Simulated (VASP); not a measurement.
Here is a VASP 6.6.1 calculation.

Contents of INCAR:

```
ALGO     = Normal         # electronic algorithm
EDIFF    = 1E-6           # SCF threshold, eV
ENCUT    = 500            # plane-wave cutoff, eV
GGA      = PS             # functional
GGA_COMPAT= F            
ISIF     = 2              # what is computed and relaxed
ISMEAR   = 0              # smearing method
LASPH    = T              # aspherical terms in the spheres
LCHARG   = F              # write CHGCAR
LREAL    = F              # projectors in reciprocal space
LWAVE    = F              # write WAVECAR
NBANDS   = 11             # bands
NELM     = 120            # most SCF steps
PREC     = Accurate       # precision mode
SIGMA    = 0.05           # smearing width, eV
```

The input KPOINTS:

```
k-points
0
Gamma
  10 10 10
```

Contents of POSCAR:

```
HCl
1.0
    0.0000000000      2.4605668221      2.4605668221
    2.4605668221      0.0000000000      2.4605668221
    2.4605668221      2.4605668221      0.0000000000
H Cl
1 1
Direct
    0.0000000000      0.0000000000      0.0000000000
    0.5000000000      0.5000000000      0.5000000000
```

Potentials or basis: VASP PAW PBE potentials, release 64 (H, Cl).

Launch:

```bash
$ cat potpaw_PBE.64/H/POTCAR potpaw_PBE.64/Cl/POTCAR > POTCAR
$ mpirun -np 1 vasp_std > vasp.out
```

Estimate the band gap on the k mesh.

zero (bands 4 and 5 overlap by 0.57 eV).

Predict the pressure.

-10.5 GPa.

Caveat: the cell stands under tension; the PAW data sets were made with another functional, which shifts forces and pressure a little.
